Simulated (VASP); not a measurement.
Input of a VASP 6.6.1 run:

INCAR

```
SYSTEM = TaAl5B
PREC = Accurate
ENCUT = 520
EDIFF = 1E-7
ISMEAR = 0
SIGMA = 0.1
LREAL = .False.
LASPH = .True.
NELM = 100
ALGO = Fast
ISIF = 2
LWAVE = .False.
LCHARG = .False.
GGA = PE
NBANDS = 42
```

KPOINTS

```
regular mesh
0
Gamma
  12 12 2
  0 0 0
```

Contents of POSCAR:

```
TaAl5B
1.0
    2.9728733698      0.0000000000      0.0000000000
   -1.4864366849      2.5745838604      0.0000000000
    0.0000000000      0.0000000000     28.3460909729
Ta Al B
2 10 2
Direct
    0.0000000000      0.0000000000      0.4395145956
    0.0000000000      0.0000000000      0.5604854044
    0.6666666667      0.3333333333      0.2794467885
    0.0000000000      0.0000000000      0.2007812310
    0.3333333333      0.6666666667      0.1204936463
    0.6666666667      0.3333333333      0.0404228346
    0.3333333333      0.6666666667      0.9595771654
    0.6666666667      0.3333333333      0.6400265119
    0.3333333333      0.6666666667      0.3599734881
    0.0000000000      0.0000000000      0.7992187690
    0.6666666667      0.3333333333      0.8795063537
    0.3333333333      0.6666666667      0.7205532115
    0.3333333333      0.6666666667      0.5000925178
    0.6666666667      0.3333333333      0.4999074822
```

Potentials or basis: VASP PAW PBE potentials, release 64 (Ta_pv, Al, B).

Launch:

```console
$ cat potpaw_PBE.64/Ta_pv/POTCAR potpaw_PBE.64/Al/POTCAR potpaw_PBE.64/B/POTCAR > POTCAR
$ mpirun -np 1 vasp_std > vasp.out
```

Problem. Estimate the largest force.

Solution. 0.034 eV/Å.

Problem. Estimate the band gap on the k mesh.

Solution. Zero (bands 29 and 30 overlap by 3.34 eV).

Problem. Estimate the pressure.

Solution. 0.1 GPa.

Forces in eV/Å, atoms in the order of the input:
```
Ta   0.000  0.000 -0.034
Ta   0.000  0.000  0.034
Al   0.000  0.000  0.001
Al   0.000  0.000  0.000
Al   0.000  0.000  0.000
Al   0.000  0.000  0.000
Al   0.000  0.000  0.000
Al   0.000  0.000  0.008
Al   0.000  0.000 -0.008
Al   0.000  0.000  0.000
Al   0.000  0.000  0.000
Al   0.000  0.000 -0.001
B    0.000  0.000 -0.001
B    0.000  0.000  0.001
```

Caveat: spin-orbit coupling is left out, which moves the levels of the heavy elements.
